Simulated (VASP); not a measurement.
Write the native input for VASP 6.6.1 that does the following.

* Task: single point
* Functional: PBE
* Potentials or basis: VASP PAW PBE potentials, release 64 (Co, Sn_d)
* Cutoff: 520 eV
* k mesh: 12 × 12 × 8
* Occupations: gaussian, width 0.1 eV
* Spin: no spin polarisation
* Dipole correction: no
* Further INCAR settings: ALGO = Fast; EDIFF = 1e-06; NBANDS = 44

The structure of CoSn lies in POSCAR:

```
CoSn
1.0
    5.0847216012      0.0000000000      0.0000000000
   -2.5423608006      4.4034980778      0.0000000000
    0.0000000000      0.0000000000      4.3318145807
Co Sn
3 3
Direct
    0.0000000000      0.5000000000      0.0000000000
    0.5000000000      0.5000000000      0.0000000000
    0.5000000000      0.0000000000      0.0000000000
    0.6666666667      0.3333333333      0.5000000000
    0.3333333333      0.6666666667      0.5000000000
    0.0000000000      0.0000000000      0.0000000000
```

This cell differs from its parent crystal: biaxial strain in the a-b plane: -4.0 %.

One way to write it, as run:

INCAR

```
PREC = Accurate
ENCUT = 520
EDIFF = 1E-6
ISMEAR = 0
SIGMA = 0.1
LREAL = F
LASPH = T
NELM = 60
ALGO = Fast
ISIF = 2
LWAVE = F
LCHARG = F
GGA = PE
NBANDS = 44
```

KPOINTS

```
regular mesh
0
Gamma
  12 12 8
```

Potentials or basis: VASP PAW PBE potentials, release 64 (Co, Sn_d).

Launch:

```bash
$ cat potpaw_PBE.64/Co/POTCAR potpaw_PBE.64/Sn_d/POTCAR > POTCAR
$ mpirun -np 1 vasp_std > vasp.out
```

Results of the run:

```
Pressure               : 9.1 GPa
Band gap on the k mesh : zero (an odd number of electrons rules out a gap without spin polarisation)
```

Caveat: the cell differs from its parent crystal (biaxial strain in the a-b plane: -4.0 %); the cell stands under pressure; spin-orbit coupling is left out, which moves the levels of the heavy elements; the run has no spin polarisation, though such a crystal can be magnetic.

It took 4.8 min on 1 thread of Intel(R) Xeon(R) 6975P-C (Granite Rapids), with other jobs on the host, peak memory 0.44 GiB.
